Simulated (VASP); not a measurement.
# Re in VASP: further runs

Re is run at these levels: PBE; tasks: single point.

All numbers are computed with VASP 6.6.1; they aren't measurements. Logs are shortened: lines on timing, memory, paths and dates and some standing lists are left out, and cuts for length are marked.

## 1. The cell of the first run

The cell holds a sheet with vacuum, 2 atoms: a = 3.111 Å, b = 3.111 Å, c = 16.000 Å, α = 90.00°, β = 90.00°, γ = 120.00°.

## 2. Single point, PBE

INCAR

```
ALGO = Normal ; DIPOL = 0.5 0.5 0.500
EDIFF = 1E-6 ; ENCUT = 520
GGA = PE ; IDIPOL = 3
ISIF = 2 ; ISMEAR = 0
LASPH = T ; LCHARG = F
LDIPOL = T ; LREAL = F
LWAVE = F ; NBANDS = 14
NELM = 80 ; PREC = Accurate
SIGMA = 0.1
```

KPOINTS

```
k-points
0
Gamma
  6 6 1
```

POSCAR

```
Re
1.0
    3.1108640000      0.0000000000      0.0000000000
   -1.5554320000      2.6940870000      0.0000000000
    0.0000000000      0.0000000000     16.0000000000
Re
2
Direct
    0.0000000000      0.0000000000      0.5532227700
    0.0000000000      0.0000000000      0.4467772300
```

Potentials or basis: VASP PAW PBE potentials, release 64 (Re).

Launch:

```console
$ cat potpaw_PBE.64/Re/POTCAR > POTCAR
$ mpirun -np 1 vasp_std > vasp.out
```

OUTCAR:

```text
EDIFF = 1E-6
   ENCUT = 520
   GGA = PE
   ISIF = 2
   ISMEAR = 0
   LASPH = T
   LREAL = F
   NELM = 80
   PREC = Accurate

 ion  position               nearest neighbor table
   1  0.000  0.000  0.553-   2 1.70
   2  0.000  0.000  0.447-   1 1.70

 -----------------------------------------------------------------------------
|                                                                             |
|           W    W    AA    RRRRR   N    N  II  N    N   GGGG   !!!           |
|           W    W   A  A   R    R  NN   N  II  NN   N  G    G  !!!           |
|           W    W  A    A  R    R  N N  N  II  N N  N  G       !!!           |
|           W WW W  AAAAAA  RRRRR   N  N N  II  N  N N  G  GGG   !            |
|           WW  WW  A    A  R   R   N   NN  II  N   NN  G    G                |
|           W    W  A    A  R    R  N    N  II  N    N   GGGG   !!!           |
|                                                                             |
|     The distance between some ions is very small. Please check the          |
|     nearest-neighbor list in the OUTCAR file.                               |
|     I HOPE YOU KNOW WHAT YOU ARE DOING!                                     |
|                                                                             |
 -----------------------------------------------------------------------------

  LATTYP: Found a hexagonal cell.
 ALAT       =     3.1108640000
 C/A-ratio  =     5.1432656651

  Lattice vectors:

 A1 = (   3.1108640000,   0.0000000000,   0.0000000000)
 A2 = (  -1.5554320000,   2.6940870000,   0.0000000000)
 A3 = (   0.0000000000,   0.0000000000,  16.0000000000)

Analysis of symmetry for initial positions (statically):
=====================================================================
 Subroutine PRICEL returns:
 Original cell was already a primitive cell.

 Routine SETGRP: Setting up the symmetry group for a
 hexagonal supercell.

 Subroutine GETGRP returns: Found 24 space group operations
 (whereof 24 operations were pure point group operations)
 out of a pool of 24 trial point group operations.

The static configuration has the point symmetry D_6h.

Analysis of symmetry for dynamics (positions and initial velocities):
=====================================================================
 Subroutine PRICEL returns:
 Original cell was already a primitive cell.

 Routine SETGRP: Setting up the symmetry group for a
 hexagonal supercell.

 Subroutine GETGRP returns: Found 24 space group operations
 (whereof 24 operations were pure point group operations)
 out of a pool of 24 trial point group operations.

The dynamic configuration has the point symmetry D_6h.

 Subroutine INISYM returns: Found 24 space group operations
 (whereof 24 operations are pure point group operations),
 and found     1 'primitive' translations

----------------------------------------------------------------------------------------

                                     Primitive cell

  volume of cell :     134.0950

  direct lattice vectors                    reciprocal lattice vectors
     3.110864000  0.000000000  0.000000000     0.321454104  0.185591631  0.000000000
    -1.555432000  2.694087000  0.000000000     0.000000000  0.371183262  0.000000000
     0.000000000  0.000000000 16.000000000     0.000000000  0.000000000  0.062500000

  length of vectors
     3.110864000  3.110863782 16.000000000     0.371183236  0.371183262  0.062500000

  position of ions in fractional coordinates (direct lattice)
     0.000000000  0.000000000  0.553222770
     0.000000000  0.000000000  0.446777230

  ion indices of the primitive-cell ions
   primitive index   ion index
                 1           1
                 2           2

----------------------------------------------------------------------------------------

 KPOINTS: k-points

Automatic generation of k-mesh.
 Grid dimensions read from file:
 generate k-points for:    6    6    1

 Generating k-lattice:

  Cartesian coordinates                     Fractional coordinates (reciprocal lattice)
     0.053575684  0.030931938  0.000000000     0.166666667 -0.000000000  0.000000000
     0.000000000  0.061863877  0.000000000     0.000000000  0.166666667  0.000000000
     0.000000000  0.000000000  0.062500000     0.000000000  0.000000000  1.000000000

  Length of vectors
     0.061863873  0.061863877  0.062500000

  Shift w.r.t. Gamma in fractional coordinates (k-lattice)
     0.000000000  0.000000000  0.000000000

 Subroutine IBZKPT returns following result:
 ===========================================

 Found      7 irreducible k-points:

 Following reciprocal coordinates:
            Coordinates               Weight
  0.000000  0.000000  0.000000      1.000000
  0.166667  0.000000  0.000000      6.000000
  0.333333 -0.000000  0.000000      6.000000
  0.500000 -0.000000  0.000000      3.000000
  0.166667  0.166667  0.000000      6.000000
  0.333333  0.166667  0.000000     12.000000
  0.333333  0.333333  0.000000      2.000000
   k-points           NKPTS =      7   k-points in BZ     NKDIM =      7   number of bands    NBANDS=     14
   number of dos      NEDOS =    301   number of ions     NIONS =      2
   total plane-waves  NPLWV =  69120
   dimension x,y,z NGX =    24 NGY =   24 NGZ =  120
   dimension x,y,z NGXF=    48 NGYF=   48 NGZF=  240
   ions per type =               2
   NGX,Y,Z   is equivalent  to a cutoff of  12.83, 12.83, 12.47 a.u.
   NGXF,Y,Z  is equivalent  to a cutoff of  25.65, 25.65, 24.94 a.u.
 SYSTEM =  unknown system
   PREC   = accura    normal or accurate (medium, high low for compatibility)
   ISTART =      0    job   : 0-new  1-cont  2-samecut
   ICHARG =      2    charge: 1-file 2-atom 10-const
   ISPIN  =      1    spin polarized calculation?
   LNONCOLLINEAR =      F non collinear calculations
   LSORBIT =      F    spin-orbit coupling
   LASPH  =      T    aspherical Exc in radial PAW
   ENCUT  =  520.0 eV  38.22 Ry    6.18 a.u.   5.78  5.78 29.75*2*pi/ulx,y,z
   NELM   =     80;   NELMIN=  2; NELMDL= -5     # of ELM steps
   EDIFF  = 0.1E-05   stopping-criterion for ELM
   LREAL  =      F    real-space projection
   EDIFFG = 0.1E-04   stopping-criterion for IOM
   NSW    =      0    number of steps for IOM
   IBRION =     -1    ionic relax: 0-MD 1-quasi-New 2-CG
   NFREE  =      0    steps in history (QN), initial steepest desc. (CG)
   ISIF   =      2    stress and relaxation
   ISYM   =      2    0-nonsym 1-usesym 2-fastsym
   POTIM  = 0.5000    time-step for ionic-motion
   TEBEG  =    0.0;   TEEND  =   0.0 temperature during run
   PSTRESS=    0.0 pullay stress
   NELECT =      14.0000    total number of electrons
   NUPDOWN=      -1.0000    fix difference up-down
   EMIN   =  10.00;   EMAX   =-10.00  energy-range for DOS
   EFERMI =   0.00;   METHOD = LEGACY
   ISMEAR =     0;   SIGMA  =   0.10  broadening in eV -4-tet -1-fermi 0-gaus
   EFERMI_NEDOS =   21; number of points for ismear=-14 and -15
   IALGO  =     38    algorithm
   IMIX   =      4    mixing-type and parameters
     AMIX     =   0.40;   BMIX     =  1.00
     AMIX_MAG =   1.60;   BMIX_MAG =  1.00
  volume/ion in A,a.u.               =      67.05       452.46
  Fermi-wavevector in a.u.,A,eV,Ry     =   0.770868  1.456729  8.085090  0.594237
  Thomas-Fermi vector in A             =   1.872164
   LORBIT       =      0    0 simple, 1 ext, 2 COOP (PROOUT), +10 PAW based schemes
   GGA     = PE    functional components
   LHFCALC =     F    Hartree Fock is set to
   AEXX    =    0.0000 exact exchange contribution
   IVDW    =     0    specifies the selected vdW correction
   LEPSILON=     F    determine dielectric tensor
   LRPA    =     F    only Hartree local field effects (RPA)
 non-spin polarized calculation
 Gauss-broadening in eV      SIGMA  =   0.10
  energy-cutoff  :      520.00
  volume of cell :      134.10
 maximum number of plane-waves:      3636
 NGX is ok and might be reduce to    24
   NGX = 11   NGY = 11   NGZ = 59

 number of electron      14.0000001 magnetization

 dipolmoment           0.000000      0.000000     -0.000000 electrons x Angstroem

 Free energy of the ion-electron system (eV)
  ---------------------------------------------------
  ext. energy  EPLUGINS =         0.00000000
  ---------------------------------------------------
  free energy    TOTEN  =       -16.32687102 eV

  energy without entropy =      -16.29688670  energy(sigma->0) =      -16.31187886

 E-fermi :  -1.4212     XC(G=0):  -4.3080

 val. band max:       -1.4286292974   @ k =   0.3333   0.1667   0.0000
 cond. band min:      -1.3820760132   @ k =   0.5000  -0.0000   0.0000
 fundamental gap:      0.0465532842
 Fermi energy:        -1.4211557369

 k-point     1 :       0.0000    0.0000    0.0000
  band No.  band energies     occupation
      1      -9.7032      2.00000
      2      -6.1953      2.00000
      3      -6.1953      2.00000
      4      -5.2841      2.00000
      5      -5.0913      2.00000
      6      -4.4284      2.00000
      7      -4.4284      2.00000
      8      -0.7815      0.00000
      9      -0.7815      0.00000
     10      -0.3768      0.00000
     11       1.4838      0.00000
     12       2.9868      0.00000
     13       3.3724      0.00000
     14       4.0924      0.00000

 k-point     2 :       0.1667    0.0000    0.0000
  band No.  band energies     occupation
      1      -8.9869      2.00000
      2      -6.6951      2.00000
      3      -6.3118      2.00000
      4      -5.0612      2.00000
      5      -4.8214      2.00000
      6      -4.4136      2.00000
      7      -3.7677      2.00000
      8      -1.1773      0.00056
      9      -0.2365      0.00000
     10       0.1203      0.00000
[... 73 lines left out ...]
 k-point     7 :       0.3333    0.3333    0.0000
  band No.  band energies     occupation
      1      -7.6977      2.00000
      2      -7.6977      2.00000
      3      -5.3082      2.00000
      4      -4.7652      2.00000
      5      -4.7652      2.00000
      6      -1.6558      1.99910
      7      -1.6558      1.99910
      8       1.2526      0.00000
      9       2.1710      0.00000
     10       2.1710      0.00000
     11       3.1030      0.00000
     12       4.2652      0.00000
     13       4.2652      0.00000
     14       4.3041      0.00000

------------------------ aborting loop because EDIFF is reached ----------------------------------------

 vacuum level on the upper side and lower side of the slab       (xc-potential included)        -0.147        -0.147

  FORCE on cell =-STRESS in cart. coord.  units (eV):
  Direction    XX          YY          ZZ          XY          YZ          ZX
  --------------------------------------------------------------------------------------
  -------------------------------------------------------------------------------------
  Total       -6.2380947     -6.2380935     41.1515021      0.0000000     -0.0000000      0.0000000
  in kB      -74.5332261    -74.5332122    491.6812540      0.0000000     -0.0000000      0.0000000
  external PRESSURE =     114.2049386 kB  Pullay stress =       0.0000000 kB

 VOLUME and BASIS-vectors are now :
 -----------------------------------------------------------------------------
  energy-cutoff  :      520.00
  volume of cell :      134.10
      direct lattice vectors                 reciprocal lattice vectors
     3.110864000  0.000000000  0.000000000     0.321454104  0.185591631  0.000000000
    -1.555432000  2.694087000  0.000000000     0.000000000  0.371183262  0.000000000
     0.000000000  0.000000000 16.000000000     0.000000000  0.000000000  0.062500000

 POSITION                                       TOTAL-FORCE (eV/Angst)
 -----------------------------------------------------------------------------------
      0.00000      0.00000      8.85156        -0.000000      0.000000     24.172633
      0.00000      0.00000      7.14844         0.000000     -0.000000    -24.172633
 -----------------------------------------------------------------------------------
    total drift:                               -0.000000      0.000000     -0.000000

  FREE ENERGIE OF THE ION-ELECTRON SYSTEM (eV)
  ---------------------------------------------------
  free  energy   TOTEN  =       -16.3268710232 eV

  energy  without entropy=      -16.2968866955  energy(sigma->0) =      -16.31187886

 vacuum level on the upper side and lower side of the slab         2.670         2.670
```

Run time: 29 s. Hardware: 1 thread of Intel Xeon Platinum 8259CL at 2.50GHz (Skylake/Cascade Lake), shared host; peak memory 0.23 GiB.

Results:

```yaml
Free_energy: -16.3269 eV
Largest_force: 24.173 eV/Å
Band_gap_on_the_k_mesh: zero (band 7 reaches -1.06 eV, above the bottom of band 8 at -1.64 eV)
```

Forces in eV/Å, atoms in the order of the input:
```
Re    0.000   0.000  24.173
Re    0.000   0.000 -24.173
```

Caveat: the k points lie up to 0.39 Å⁻¹ apart; spin-orbit coupling is left out, which moves the levels of the heavy elements.

## 3. Single point, PBE

INCAR

```
SYSTEM = Re
PREC = Accurate
ENCUT = 520
EDIFF = 1E-7
ISMEAR = 0
SIGMA = 0.1
LREAL = .FALSE.
LASPH = .TRUE.
NELM = 60
ALGO = Normal
ISIF = 2
LWAVE = .FALSE.
LCHARG = .TRUE.
LDIPOL = .TRUE.
IDIPOL = 3
DIPOL = 0.5 0.5 0.500
GGA = PE
LELF = .TRUE.
LVHAR = .TRUE.
LVACPOTAV = .TRUE.
NBANDS = 14
```

KPOINTS

```
Automatic mesh
0
G
  6 6 1
  0 0 0
```

POSCAR is that of step 2.

Potentials or basis: VASP PAW PBE potentials, release 64 (Re).

Launch:

```console
$ cat potpaw_PBE.64/Re/POTCAR > POTCAR
$ mpirun -np 1 vasp_std > vasp.out
```

Wall time 33 s (1 thread of Intel Xeon Platinum 8259CL at 2.50GHz (Skylake/Cascade Lake), shared host); peak memory 0.23 GiB.

The run converged. Its results:

```yaml
Free_energy: -16.3269 eV
Largest_force: 24.173 eV/Å
Band_gap_on_the_k_mesh: zero (band 7 reaches -1.06 eV, above the bottom of band 8 at -1.64 eV)
```

Forces on the atoms (eV/Å):
```
Re    0.000   0.000  24.173
Re    0.000   0.000 -24.173
```

Levels at points of the mesh, in eV from the Fermi level:
| k point | band 5 | band 6 | band 7 | band 8 | band 9 | band 10 |
| --- | --- | --- | --- | --- | --- | --- |
| (0.00, 0.00, 0.00) | -3.67 | -3.01 | -3.01 | 0.64 | 0.64 | 1.04 |
| (0.50, 0.00, 0.00) | -1.65 | 0.04 | 0.37 | 0.40 | 3.43 | 3.49 |

Caveat: the k points lie up to 0.39 Å⁻¹ apart; spin-orbit coupling is left out, which moves the levels of the heavy elements.

## 4. Single point, PBE

This run uses another cell than the first one, of 88.71 Å³/atom, 1.323 times its volume.

INCAR

```
SYSTEM = Re
  ALGO = Normal
  DIPOL = 0.5 0.5 0.294
  EDIFF = 1E-6
  ENCUT = 520
  GGA = PE
  IDIPOL = 3
  ISIF = 2
  ISMEAR = 0
  LASPH = .True.
  LCHARG = .True.
  LDIPOL = .True.
  LELF = .True.
  LREAL = .False.
  LVACPOTAV = .True.
  LVHAR = .True.
  LWAVE = .False.
  NBANDS = 14
  NELM = 60
  PREC = Accurate
  SIGMA = 0.1
```

KPOINTS

```
k-points
0
Gamma
  6 6 1
  0 0 0
```

POSCAR

```
Re
1.0
    2.7441864160      0.0000000000      0.0000000000
   -1.3720932080      2.3765351490      0.0000000000
    0.0000000000      0.0000000000     27.2062572800
Re
2
Direct
    0.0000000000      0.0000000000      0.3356800377
    0.0000000000      0.0000000000      0.2524199657
```

Launch:

```console
$ cat potpaw_PBE.64/Re/POTCAR > POTCAR
$ mpirun -np 1 vasp_std > vasp.out
```

Run time: 50 s. Hardware: 1 thread of Intel Xeon Platinum 8259CL at 2.50GHz (Skylake/Cascade Lake), shared host; peak memory 0.26 GiB.

Results (log left out):

```yaml
Free_energy: -22.3152 eV
Largest_force: 0.477 eV/Å
Band_gap_on_the_k_mesh: zero (band 7 reaches -1.02 eV, above the bottom of band 8 at -2.90 eV)
```

Forces in eV/Å, atoms in the order of the input:
```
Re   0.000  0.000 -0.477
Re   0.000  0.000  0.477
```

Levels at points of the mesh, in eV from the Fermi level:
| k point | band 4 | band 5 | band 6 | band 7 | band 8 | band 9 | band 10 | band 11 |
| --- | --- | --- | --- | --- | --- | --- | --- | --- |
| (0.00, 0.00, 0.00) | -1.34 | -1.34 | -0.45 | -0.45 | -0.26 | 0.39 | 0.39 | 0.55 |
| (0.50, 0.00, 0.00) | -2.72 | -1.01 | -0.81 | 1.62 | 2.93 | 3.36 | 4.27 | 4.76 |

Caveat: the k points lie up to 0.44 Å⁻¹ apart; spin-orbit coupling is left out, which moves the levels of the heavy elements.

## 5. Single point, PBE

This run uses another cell than the first one, of 88.71 Å³/atom, 1.323 times its volume.

INCAR

```
SYSTEM = Re
PREC = Accurate ; ENCUT = 520
EDIFF = 1E-6 ; ISMEAR = 0
SIGMA = 0.1 ; LREAL = .FALSE.
LASPH = .TRUE. ; NELM = 60
ALGO = Normal ; ISIF = 2
LWAVE = .FALSE. ; LCHARG = .FALSE.
LDIPOL = .TRUE. ; IDIPOL = 3
DIPOL = 0.5 0.5 0.294 ; GGA = PE
NBANDS = 14
```

KPOINTS

```
Automatic mesh
0
G
  24 24 1
  0 0 0
```

POSCAR is that of step 4.

Launch:

```console
$ cat potpaw_PBE.64/Re/POTCAR > POTCAR
$ mpirun -np 1 vasp_std > vasp.out
```

Wall time 4 min (1 thread of Intel Xeon Platinum 8259CL at 2.50GHz (Skylake/Cascade Lake), shared host); peak memory 0.34 GiB.

Results (log left out):

| Quantity | Value |
| --- | --- |
| Free energy | -22.2777 eV |
| Largest force | 0.622 eV/Å |
| Band gap on the k mesh | zero (band 7 reaches -1.17 eV, above the bottom of band 8 at -3.07 eV) |

Forces on the atoms (eV/Å):
```
Re   0.000  0.000 -0.622
Re   0.000  0.000  0.622
```

Levels at points of the mesh, in eV from the Fermi level:
| k point | band 3 | band 4 | band 5 | band 6 | band 7 | band 8 | band 9 | band 10 | band 11 | band 12 |
| --- | --- | --- | --- | --- | --- | --- | --- | --- | --- | --- |
| (0.00, 0.00, 0.00) | -3.89 | -1.40 | -1.40 | -0.51 | -0.51 | -0.23 | 0.40 | 0.40 | 0.57 | 3.85 |
| (0.50, 0.00, 0.00) | -4.24 | -2.68 | -1.02 | -0.80 | 1.58 | 2.94 | 3.39 | 4.23 | 4.72 | 5.87 |

Caveat: spin-orbit coupling is left out, which moves the levels of the heavy elements.

(Part 1 of 2 ends here.)
